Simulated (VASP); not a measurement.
# TiB2 (P6/mmm) in VASP: further runs, part 2 of 2

VASP 6.6.1. Earlier steps stand in the parts before.

## Step 4: Single point, PBE

This run uses another cell than the first one, of 8.55 Å³/atom.

The input, INCAR:

```
PREC = Accurate
ENCUT = 520
EDIFF = 1E-6
ISMEAR = 0
SIGMA = 0.023
LREAL = False
LASPH = True
NELM = 60
ALGO = Normal
ISIF = 2
LWAVE = False
LCHARG = False
GGA = PE
NBANDS = 16
```

The input, KPOINTS:

```
regular mesh
0
Gamma
  10 10 8
```

The input, POSCAR:

```
TiB2
1.0
    3.0292000000      0.0000000000      0.0000000000
   -1.5146000000      2.6233641531      0.0000000000
    0.0000000000      0.0000000000      3.2284000000
Ti B
1 2
Direct
    0.0000000000      0.0000000000      0.0000000000
    0.6666666667      0.3333333333      0.5000000000
    0.3333333333      0.6666666667      0.5000000000
```

Potentials or basis: VASP PAW PBE potentials, release 64 (Ti_sv, B).

Launch:

```console
$ cat potpaw_PBE.64/Ti_sv/POTCAR potpaw_PBE.64/B/POTCAR > POTCAR
$ mpirun -np 1 vasp_std > vasp.out
```

OUTCAR:

```text
PREC = Accurate
   ENCUT = 520
   EDIFF = 1E-6
   ISMEAR = 0
   LREAL = False
   LASPH = True
   NELM = 60
   ISIF = 2
   GGA = PE

 ion  position               nearest neighbor table
   1  0.000  0.000  0.000-   2 2.38   3 2.38   2 2.38   3 2.38   3 2.38   3 2.38   2 2.38   2 2.38
                             2 2.38   2 2.38   3 2.38   3 2.38
   2  0.667  0.333  0.500-   3 1.75   3 1.75   3 1.75   1 2.38   1 2.38   1 2.38   1 2.38   1 2.38
                             1 2.38
   3  0.333  0.667  0.500-   2 1.75   2 1.75   2 1.75   1 2.38   1 2.38   1 2.38   1 2.38   1 2.38
                             1 2.38

  LATTYP: Found a hexagonal cell.
 ALAT       =     3.0292000000
 C/A-ratio  =     1.0657599366

  Lattice vectors:

 A1 = (   3.0292000000,   0.0000000000,   0.0000000000)
 A2 = (  -1.5146000000,   2.6233641531,   0.0000000000)
 A3 = (   0.0000000000,   0.0000000000,   3.2284000000)

Analysis of symmetry for initial positions (statically):
=====================================================================
 Subroutine PRICEL returns:
 Original cell was already a primitive cell.

 Routine SETGRP: Setting up the symmetry group for a
 hexagonal supercell.

 Subroutine GETGRP returns: Found 24 space group operations
 (whereof 24 operations were pure point group operations)
 out of a pool of 24 trial point group operations.

The static configuration has the point symmetry D_6h.

Analysis of symmetry for dynamics (positions and initial velocities):
=====================================================================
 Subroutine PRICEL returns:
 Original cell was already a primitive cell.

 Routine SETGRP: Setting up the symmetry group for a
 hexagonal supercell.

 Subroutine GETGRP returns: Found 24 space group operations
 (whereof 24 operations were pure point group operations)
 out of a pool of 24 trial point group operations.

The dynamic configuration has the point symmetry D_6h.

 Subroutine INISYM returns: Found 24 space group operations
 (whereof 24 operations are pure point group operations),
 and found     1 'primitive' translations

----------------------------------------------------------------------------------------

                                     Primitive cell

  volume of cell :      25.6551

  direct lattice vectors                    reciprocal lattice vectors
     3.029200000  0.000000000  0.000000000     0.330120164  0.190594965  0.000000000
    -1.514600000  2.623364153  0.000000000     0.000000000  0.381189931  0.000000000
     0.000000000  0.000000000  3.228400000     0.000000000  0.000000000  0.309750960

  length of vectors
     3.029200000  3.029200000  3.228400000     0.381189931  0.381189931  0.309750960

  position of ions in fractional coordinates (direct lattice)
     0.000000000  0.000000000  0.000000000
     0.666666667  0.333333333  0.500000000
     0.333333333  0.666666667  0.500000000

  ion indices of the primitive-cell ions
   primitive index   ion index
                 1           1
                 2           2
                 3           3

----------------------------------------------------------------------------------------

 KPOINTS: regular mesh

Automatic generation of k-mesh.
 Grid dimensions read from file:
[... 23 lines left out ...]
  0.100000 -0.000000  0.000000      6.000000
  0.200000 -0.000000  0.000000      6.000000
  0.300000 -0.000000  0.000000      6.000000
  0.400000 -0.000000  0.000000      6.000000
  0.500000 -0.000000  0.000000      3.000000
[... 16 lines left out ...]
  0.300000  0.100000  0.125000     24.000000
  0.400000  0.100000  0.125000     24.000000
 [... further k-points ...]
   k-points           NKPTS =     70   k-points in BZ     NKDIM =     70   number of bands    NBANDS=     16
   number of dos      NEDOS =    301   number of ions     NIONS =      3
   total plane-waves  NPLWV =  13824
   dimension x,y,z NGX =    24 NGY =   24 NGZ =   24
   dimension x,y,z NGXF=    48 NGYF=   48 NGZF=   48
   ions per type =               1   2
   NGX,Y,Z   is equivalent  to a cutoff of  13.17, 13.17, 12.36 a.u.
   NGXF,Y,Z  is equivalent  to a cutoff of  26.34, 26.34, 24.72 a.u.
 SYSTEM =  unknown system
   PREC   = accura    normal or accurate (medium, high low for compatibility)
   ISTART =      0    job   : 0-new  1-cont  2-samecut
   ICHARG =      2    charge: 1-file 2-atom 10-const
   ISPIN  =      1    spin polarized calculation?
   LNONCOLLINEAR =      F non collinear calculations
   LSORBIT =      F    spin-orbit coupling
   LASPH  =      T    aspherical Exc in radial PAW
   ENCUT  =  520.0 eV  38.22 Ry    6.18 a.u.   5.63  5.63  6.00*2*pi/ulx,y,z
   NELM   =     60;   NELMIN=  2; NELMDL= -5     # of ELM steps
   EDIFF  = 0.1E-05   stopping-criterion for ELM
   LREAL  =      F    real-space projection
   EDIFFG = 0.1E-04   stopping-criterion for IOM
   NSW    =      0    number of steps for IOM
   IBRION =     -1    ionic relax: 0-MD 1-quasi-New 2-CG
   NFREE  =      0    steps in history (QN), initial steepest desc. (CG)
   ISIF   =      2    stress and relaxation
   ISYM   =      2    0-nonsym 1-usesym 2-fastsym
   POTIM  = 0.5000    time-step for ionic-motion
   TEBEG  =    0.0;   TEEND  =   0.0 temperature during run
   PSTRESS=    0.0 pullay stress
   NELECT =      18.0000    total number of electrons
   NUPDOWN=      -1.0000    fix difference up-down
   EMIN   =  10.00;   EMAX   =-10.00  energy-range for DOS
   EFERMI =   0.00;   METHOD = LEGACY
   ISMEAR =     0;   SIGMA  =   0.02  broadening in eV -4-tet -1-fermi 0-gaus
   EFERMI_NEDOS =   21; number of points for ismear=-14 and -15
   IALGO  =     38    algorithm
   IMIX   =      4    mixing-type and parameters
     AMIX     =   0.40;   BMIX     =  1.00
     AMIX_MAG =   1.60;   BMIX_MAG =  1.00
  volume/ion in A,a.u.               =       8.55        57.71
  Fermi-wavevector in a.u.,A,eV,Ry     =   1.454703  2.748990 28.792122  2.116161
  Thomas-Fermi vector in A             =   2.571823
   LORBIT       =      0    0 simple, 1 ext, 2 COOP (PROOUT), +10 PAW based schemes
   GGA     = PE    functional components
   LHFCALC =     F    Hartree Fock is set to
   AEXX    =    0.0000 exact exchange contribution
   IVDW    =     0    specifies the selected vdW correction
   LEPSILON=     F    determine dielectric tensor
   LRPA    =     F    only Hartree local field effects (RPA)
 non-spin polarized calculation
 Gauss-broadening in eV      SIGMA  =   0.02
  energy-cutoff  :      520.00
  volume of cell :       25.66
 maximum number of plane-waves:       721
 NGX is ok and might be reduce to    24
   NGX = 11   NGY = 11   NGZ = 13

 number of electron      18.0000002 magnetization

 Free energy of the ion-electron system (eV)
  ---------------------------------------------------
  ext. energy  EPLUGINS =         0.00000000
  ---------------------------------------------------
  free energy    TOTEN  =       -24.42050996 eV

  energy without entropy =      -24.42001308  energy(sigma->0) =      -24.42026152

 E-fermi :   9.9371     XC(G=0): -12.7685

 val. band max:        9.9141609794   @ k =   0.2000   0.2000   0.1250
 cond. band min:       9.9400132174   @ k =   0.3000   0.2000   0.0000
 fundamental gap:      0.0258522380
 Fermi energy:         9.9371033111

 k-point     1 :       0.0000    0.0000    0.0000
  band No.  band energies     occupation
      1     -46.9616      2.00000
      2     -23.3017      2.00000
      3     -23.0040      2.00000
      4     -23.0040      2.00000
      5      -3.5061      2.00000
      6       7.3969      2.00000
[... 433 lines left out ...]
      3     -23.2583      2.00000
      4     -23.1159      2.00000
      5       0.1687      2.00000
      6       1.6146      2.00000
[... 8 lines left out ...]
     15      18.5866      0.00000
     16      19.5132      0.00000

 [... further k-points ...]

------------------------ aborting loop because EDIFF is reached ----------------------------------------

  FORCE on cell =-STRESS in cart. coord.  units (eV):
  Direction    XX          YY          ZZ          XY          YZ          ZX
  --------------------------------------------------------------------------------------
  -------------------------------------------------------------------------------------
  Total        0.0940890      0.0940890      0.0877540      0.0000000      0.0000000      0.0000000
  in kB        5.8759132      5.8759132      5.4802910      0.0000000      0.0000000      0.0000000
  external PRESSURE =       5.7440392 kB  Pullay stress =       0.0000000 kB

 VOLUME and BASIS-vectors are now :
 -----------------------------------------------------------------------------
  energy-cutoff  :      520.00
  volume of cell :       25.66
      direct lattice vectors                 reciprocal lattice vectors
     3.029200000  0.000000000  0.000000000     0.330120164  0.190594965  0.000000000
    -1.514600000  2.623364153  0.000000000     0.000000000  0.381189931  0.000000000
     0.000000000  0.000000000  3.228400000     0.000000000  0.000000000  0.309750960

 POSITION                                       TOTAL-FORCE (eV/Angst)
 -----------------------------------------------------------------------------------
      0.00000      0.00000      0.00000        -0.000000      0.000000     -0.000000
      1.51460      0.87445      1.61420        -0.000000      0.000000      0.000000
     -0.00000      1.74891      1.61420         0.000000     -0.000000     -0.000000
 -----------------------------------------------------------------------------------
    total drift:                               -0.000000      0.000000     -0.000000

  FREE ENERGIE OF THE ION-ELECTRON SYSTEM (eV)
  ---------------------------------------------------
  free  energy   TOTEN  =       -24.4205099584 eV

  energy  without entropy=      -24.4200130833  energy(sigma->0) =      -24.42026152
```

stdout:

```text
POSCAR found type information on POSCAR TiB
 POSCAR found :  2 types and       3 ions
 scaLAPACK will be used
 LDA part: xc-table for (Slater+PW92), standard interpolation
 POSCAR, INCAR and KPOINTS ok, starting setup
 FFT: planning ... GRIDC
 FFT: planning ... GRID_SOFT
 FFT: planning ... GRID
 WAVECAR not read
 entering main loop
```

Run time: 24 s. Hardware: 1 thread of AMD EPYC 7R13, shared host; peak memory 0.12 GiB.

What came out:

```
Free energy            : -24.4205 eV
Pressure               : 0.6 GPa
Band gap on the k mesh : zero (bands 9 and 10 overlap by 0.56 eV)
```

## Step 5: Single point, PBE

This run uses another cell than the first one, of 8.55 Å³/atom.

The input, INCAR:

```
SYSTEM = TiB2
  PREC = Accurate
  ENCUT = 520
  EDIFF = 1E-6
  ISMEAR = 0
  SIGMA = 0.025
  LREAL = .False.
  LASPH = .True.
  NELM = 100
  ALGO = Normal
  ISIF = 2
  LWAVE = .False.
  LCHARG = .True.
  GGA = PE
  LELF = .True.
  LVHAR = .True.
  NBANDS = 16
```

The input, KPOINTS:

```
regular mesh
0
Gamma
  10 10 8
  0 0 0
```

POSCAR is that of step 4.

Potentials or basis: VASP PAW PBE potentials, release 64 (Ti_sv, B).

Launch:

```console
$ cat potpaw_PBE.64/Ti_sv/POTCAR potpaw_PBE.64/B/POTCAR > POTCAR
$ mpirun -np 1 vasp_std > vasp.out
```

OUTCAR:

```text
SYSTEM = TiB2
   PREC = Accurate
   ENCUT = 520
   EDIFF = 1E-6
   ISMEAR = 0
   LREAL = .False.
   LASPH = .True.
   NELM = 100
   ISIF = 2
   GGA = PE

 ion  position               nearest neighbor table
   1  0.000  0.000  0.000-   2 2.38   3 2.38   2 2.38   3 2.38   3 2.38   3 2.38   2 2.38   2 2.38
                             2 2.38   2 2.38   3 2.38   3 2.38
   2  0.667  0.333  0.500-   3 1.75   3 1.75   3 1.75   1 2.38   1 2.38   1 2.38   1 2.38   1 2.38
                             1 2.38
   3  0.333  0.667  0.500-   2 1.75   2 1.75   2 1.75   1 2.38   1 2.38   1 2.38   1 2.38   1 2.38
                             1 2.38

  LATTYP: Found a hexagonal cell.
 ALAT       =     3.0292000000
 C/A-ratio  =     1.0657599366

  Lattice vectors:

 A1 = (   3.0292000000,   0.0000000000,   0.0000000000)
 A2 = (  -1.5146000000,   2.6233641531,   0.0000000000)
 A3 = (   0.0000000000,   0.0000000000,   3.2284000000)

Analysis of symmetry for initial positions (statically):
=====================================================================
 Subroutine PRICEL returns:
 Original cell was already a primitive cell.

 Routine SETGRP: Setting up the symmetry group for a
 hexagonal supercell.

 Subroutine GETGRP returns: Found 24 space group operations
[... 172 lines left out ...]
 fundamental gap:      0.0258674572
 Fermi energy:         9.9369872478

 k-point     1 :       0.0000    0.0000    0.0000
  band No.  band energies     occupation
      1     -46.9616      2.00000
      2     -23.3019      2.00000
      3     -23.0039      2.00000
      4     -23.0039      2.00000
      5      -3.5061      2.00000
      6       7.3970      2.00000
[... 433 lines left out ...]
      3     -23.2584      2.00000
      4     -23.1159      2.00000
      5       0.1687      2.00000
      6       1.6146      2.00000
[... 8 lines left out ...]
     15      18.5866      0.00000
     16      19.5132      0.00000

 [... further k-points ...]

------------------------ aborting loop because EDIFF is reached ----------------------------------------

  FORCE on cell =-STRESS in cart. coord.  units (eV):
  Direction    XX          YY          ZZ          XY          YZ          ZX
  --------------------------------------------------------------------------------------
  -------------------------------------------------------------------------------------
  Total        0.0945842      0.0945842      0.0874869      0.0000000     -0.0000000     -0.0000000
  in kB        5.9068424      5.9068424      5.4636135      0.0000000     -0.0000000     -0.0000000
  external PRESSURE =       5.7590994 kB  Pullay stress =       0.0000000 kB

 VOLUME and BASIS-vectors are now :
 -----------------------------------------------------------------------------
  energy-cutoff  :      520.00
  volume of cell :       25.66
      direct lattice vectors                 reciprocal lattice vectors
     3.029200000  0.000000000  0.000000000     0.330120164  0.190594965  0.000000000
    -1.514600000  2.623364153  0.000000000     0.000000000  0.381189931  0.000000000
     0.000000000  0.000000000  3.228400000     0.000000000  0.000000000  0.309750960

 POSITION                                       TOTAL-FORCE (eV/Angst)
 -----------------------------------------------------------------------------------
      0.00000      0.00000      0.00000         0.000000      0.000000     -0.000000
      1.51460      0.87445      1.61420         0.000000      0.000000     -0.000000
     -0.00000      1.74891      1.61420        -0.000000      0.000000      0.000000
 -----------------------------------------------------------------------------------
    total drift:                               -0.000000      0.000000      0.000000

  FREE ENERGIE OF THE ION-ELECTRON SYSTEM (eV)
  ---------------------------------------------------
  free  energy   TOTEN  =       -24.4205541306 eV

  energy  without entropy=      -24.4199892545  energy(sigma->0) =      -24.42027169
```

OSZICAR:

```text
N       E                     dE             d eps       ncg     rms          rms(c)
DAV:   1     0.124091244995E+03    0.12409E+03   -0.89630E+03  2240   0.127E+03
DAV:   2    -0.222042106590E+02   -0.14630E+03   -0.14101E+03  2392   0.343E+02
DAV:   3    -0.294336453732E+02   -0.72294E+01   -0.71482E+01  3264   0.739E+01
DAV:   4    -0.295891544218E+02   -0.15551E+00   -0.15546E+00  2640   0.982E+00
DAV:   5    -0.295933250487E+02   -0.41706E-02   -0.41704E-02  3320   0.136E+00    0.167E+01
DAV:   6    -0.244374438031E+02    0.51559E+01   -0.20847E+01  3200   0.485E+01    0.382E+00
DAV:   7    -0.244203145752E+02    0.17129E-01   -0.10571E+00  2400   0.118E+01    0.335E+00
DAV:   8    -0.244239369422E+02   -0.36224E-02   -0.93430E-02  3680   0.255E+00    0.801E-01
DAV:   9    -0.244213888800E+02    0.25481E-02   -0.44341E-02  2776   0.265E+00    0.299E-01
DAV:  10    -0.244205466345E+02    0.84225E-03   -0.32185E-03  2760   0.687E-01    0.650E-02
DAV:  11    -0.244205838041E+02   -0.37170E-04   -0.78917E-04  2992   0.322E-01    0.612E-02
DAV:  12    -0.244205544497E+02    0.29354E-04   -0.11735E-04  2600   0.139E-01    0.185E-02
DAV:  13    -0.244205541306E+02    0.31914E-06   -0.72896E-06  3096   0.238E-02
   1 F= -.24420554E+02 E0= -.24420272E+02  d E =-.564876E-03
```

stdout:

```text
POSCAR found type information on POSCAR TiB
 POSCAR found :  2 types and       3 ions
 scaLAPACK will be used
 LDA part: xc-table for (Slater+PW92), standard interpolation
 POSCAR, INCAR and KPOINTS ok, starting setup
 FFT: planning ... GRIDC
 FFT: planning ... GRID_SOFT
 FFT: planning ... GRID
 WAVECAR not read
 entering main loop
```

Wall time 30 s (1 thread of AMD EPYC 7R13, shared host); peak memory 0.13 GiB.

What came out:

```yaml
Free_energy: -24.4206 eV
Pressure: 0.6 GPa
Band_gap_on_the_k_mesh: zero (bands 9 and 10 overlap by 0.56 eV)
```

## Step 6: Single point, PBE

This run uses another cell than the first one, of 8.55 Å³/atom.

The input, INCAR:

```
SYSTEM = TiB2
PREC = Accurate
ENCUT = 520
EDIFF = 1E-7
ISMEAR = 0
SIGMA = 0.026000000000000002
LREAL = .False.
LASPH = .True.
NELM = 100
ALGO = Normal
ISIF = 2
LWAVE = .False.
LCHARG = .True.
GGA = PE
LELF = .True.
LVHAR = .True.
NBANDS = 16
```

The input, KPOINTS:

```
Automatic mesh
0
Gamma
  10 10 8
  0 0 0
```

POSCAR is that of step 5.

Potentials or basis: VASP PAW PBE potentials, release 64 (Ti_sv, B).

Launch:

```console
$ cat potpaw_PBE.64/Ti_sv/POTCAR potpaw_PBE.64/B/POTCAR > POTCAR
$ mpirun -np 1 vasp_std > vasp.out
```

Wall time 45 s (1 thread of AMD EPYC 7R13, shared host); peak memory 0.12 GiB.

Results (log left out):

```
Free energy            : -24.4206 eV
Pressure               : 0.5 GPa
Band gap on the k mesh : zero (bands 9 and 10 overlap by 0.56 eV)
```

Levels at points of the mesh, in eV from the Fermi level:
```tsv
k point	band 5	band 6	band 7	band 8	band 9	band 10	band 11	band 12	band 13	band 14
(0.00, 0.00, 0.00)	-13.44	-2.54	-2.54	-2.27	-2.05	1.95	1.95	3.71	3.71	5.84
(0.50, 0.00, 0.00)	-9.30	-9.17	-3.20	-3.16	-2.20	1.40	2.79	3.27	3.42	7.50
(0.00, 0.00, 0.50)	-11.52	-7.55	-0.49	-0.49	-0.11	-0.11	0.49	0.49	1.70	6.62
(0.50, 0.00, 0.50)	-9.69	-7.49	-4.57	-3.76	-3.08	2.54	2.97	4.52	4.64	5.43
```

## Step 7: Summary

| level | cell | k mesh | smearing | grid for exact exchange (PRECFOCK) | share of exact exchange | screening parameter | gap on the mesh (eV) | pressure (GPa) |
| --- | --- | --- | --- | --- | --- | --- | --- | --- |
| HSE06 | a = 3.019, b = 3.019, c = 3.193 Å, angles 90.0, 90.0, 120.0°, 3 atoms | 6 × 6 × 6 | fermi-dirac 0.05 eV | Normal | 0.25 | 0.2079 1/Å | none | 0.0 |
| r2SCAN-based global hybrid with 15 % exact exchange | a = 3.029, b = 3.029, c = 3.228 Å, angles 90.0, 90.0, 120.0°, 3 atoms | 6 × 6 × 5 | fermi-dirac 0.05 eV | Normal | 0.15 | - | none | -3.2 |
| PBE | a = 3.029, b = 3.029, c = 3.228 Å, angles 90.0, 90.0, 120.0°, 3 atoms | 10 × 10 × 8 | gaussian 0.023 eV | - | - | - | none | 0.6 |
| PBE | a = 3.029, b = 3.029, c = 3.228 Å, angles 90.0, 90.0, 120.0°, 3 atoms | 10 × 10 × 8 | gaussian 0.025 eV | - | - | - | none | 0.6 |
| PBE | a = 3.029, b = 3.029, c = 3.228 Å, angles 90.0, 90.0, 120.0°, 3 atoms | 10 × 10 × 8 | gaussian 0.026 eV | - | - | - | none | 0.5 |

Alike in all rows: task single point; potentials or basis VASP PAW PBE potentials, release 64 (Ti_sv, B); no spin polarisation; cutoff (eV) 520.

Caveats: some runs use coarse meshes; the PAW data sets were made with another functional, which shifts forces and pressure a little (at least some runs).

Absolute energies hang on the potentials; compare differences alone.
